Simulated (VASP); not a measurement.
Here is a VASP 6.6.1 calculation.

Contents of INCAR:

```
SYSTEM = Hf
  ALGO = Normal
  EDIFF = 1E-6
  ENCUT = 520
  GGA = PE
  ISIF = 2
  ISMEAR = 0
  LASPH = .True.
  LCHARG = .True.
  LELF = .True.
  LREAL = .False.
  LVHAR = .True.
  LWAVE = .False.
  NBANDS = 11
  NELM = 100
  PREC = Accurate
  SIGMA = 0.1
```

KPOINTS

```
k-points
0
Gamma
  16 16 16
  0 0 0
```

File POSCAR:

```
Hf
1.0
   -1.7727430667      1.7727430667      1.7727430667
    1.7727430667     -1.7727430667      1.7727430667
    1.7727430667      1.7727430667     -1.7727430667
Hf
1
Direct
    0.0000000000      0.0000000000      0.0000000000
```

Potentials or basis: VASP PAW PBE potentials, release 64 (Hf_pv).

The run is started by

```bash
$ cat potpaw_PBE.64/Hf_pv/POTCAR > POTCAR
$ mpirun -np 1 vasp_std > vasp.out
```

Q: What does it give for the band gap on the k mesh?

A: Zero (bands 5 and 6 overlap by 2.28 eV).

Q: Estimate the pressure.

A: -0.4 GPa.

Caveat: spin-orbit coupling is left out, which moves the levels of the heavy elements.
